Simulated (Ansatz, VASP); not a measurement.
# Pb in VASP and in Ansatz

```
Pb
1.0
     3.48000    0.00000    0.00000
    -1.74000    3.01377    0.00000
     0.00000    0.00000    5.59000
Pb
2
Direct
  0.33333 0.66667 0.25000
  0.66667 0.33333 0.75000
```

Alike in both runs: task single point; functional PBE; k mesh 7 × 7 × 4; occupations fermi-dirac, width 0.08 eV; no spin polarisation.

```csv
,VASP,Ansatz
version,VASP 6.6.1,Ansatz 0.2.0
potentials or method,"VASP PAW PBE potentials, release 64 (Pb_d), cutoff 520 eV","all-electron LAPW, scalar-relativistic"
```

|  | VASP | Ansatz | Ansatz less VASP |
| --- | --- | --- | --- |
| pressure (GPa) | 3.8 | 3.9 | +0.07 |
| traceless stress, the component that is largest in VASP (GPa) | -0.34 | -0.35 | -0.008 |

Ansatz ran all-electron here, and VASP with PAW potentials.

Neither program's run includes spin-orbit coupling.
